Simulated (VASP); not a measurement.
V, 2 atoms in the cell. Symmetry: P6_3/mmc, No. 194, hexagonal system. Conventional cell: a = 2.218 Å, b = 2.218 Å, c = 4.063 Å, α = 90.00°, β = 90.00°, γ = 120.00°. V (site symmetry -6m2) has 12 V at 2.22 to 2.40 Å within 2.9 Å. 

```yaml
Program: VASP 6.6.1
Task: single point
Functional: PBEsol
Potentials_or_basis: VASP PAW PBE potentials, release 64 (V_sv)
Cutoff: 520 eV
k_mesh: 24 × 24 × 14
Occupations: methfessel-paxton, width 0.005 eV
Spin: no spin polarisation
Dipole_correction: no
Further_INCAR_settings: ALGO = Normal; EDIFF = 1e-07; NBANDS = 20
```

Potentials or basis: VASP PAW PBE potentials, release 64 (V_sv).

The run is started by

```sh
$ cat potpaw_PBE.64/V_sv/POTCAR > POTCAR
$ mpirun -np 1 vasp_std > vasp.out
```

Hardware: 1 thread of Intel(R) Xeon(R) Platinum 8488C (Sapphire Rapids), with other jobs on the host.

Task: Estimate the wall time of this run.

Result: Run time: 65 s on 1 thread of Intel(R) Xeon(R) Platinum 8488C (Sapphire Rapids), with other jobs on the host, peak memory 0.23 GiB. Counts: scf iterations 13, k points 488.
